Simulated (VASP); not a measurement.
Set up this calculation in VASP 6.6.1, as the native input.

```yaml
Task: single point
Functional: PBE
Potentials_or_basis: VASP PAW PBE potentials, release 64 (In_d, Se)
Cutoff: 520 eV
k_mesh: 10 × 10 × 4
Occupations: gaussian, width 0.1 eV
Spin: no spin polarisation
Dipole_correction: no
Further_INCAR_settings: ALGO = Normal; EDIFF = 1e-07; NBANDS = 34
```

The structure of InSe2 lies in POSCAR:

```
InSe2
1.0
    3.8948930000      0.0000000000      0.0000000000
    0.0000000000      3.8948930000      0.0000000000
    0.0000000000      0.0000000000      9.6262310000
In Se
2 4
Direct
    0.0000000000      0.5000000000      0.7064680000
    0.5000000000      0.0000000000      0.2935320000
    0.0000000000      0.5000000000      0.3662120000
    0.5000000000      0.0000000000      0.6337880000
    0.0000000000      0.0000000000      0.0000000000
    0.5000000000      0.5000000000      0.0000000000
```

The input as run:

INCAR

```
  PREC = Accurate
  ENCUT = 520
  EDIFF = 1E-7
  ISMEAR = 0
  SIGMA = 0.1
  LREAL = False
  LASPH = True
  NELM = 80
  ALGO = Normal
  ISIF = 2
  LWAVE = False
  LCHARG = False
  GGA = PE
  NBANDS = 34
```

KPOINTS

```
Automatic mesh
0
Gamma
  10 10 4
```

Potentials or basis: VASP PAW PBE potentials, release 64 (In_d, Se).

Launch:

```bash
$ cat potpaw_PBE.64/In_d/POTCAR potpaw_PBE.64/Se/POTCAR > POTCAR
$ mpirun -np 1 vasp_std > vasp.out
```

It gave:

| Property | Result |
| --- | --- |
| Pressure | -0.1 GPa |
| Largest force | 0.055 eV/Å |
| Band gap on the k mesh | zero (band 25 reaches 5.76 eV, above the bottom of band 26 at 3.65 eV) |

Caveat: spin-orbit coupling is left out, which moves the levels of the heavy elements.

Wall time 6.3 min on 1 thread of Intel Xeon 6975P-C, on a shared host, peak memory 0.41 GiB.
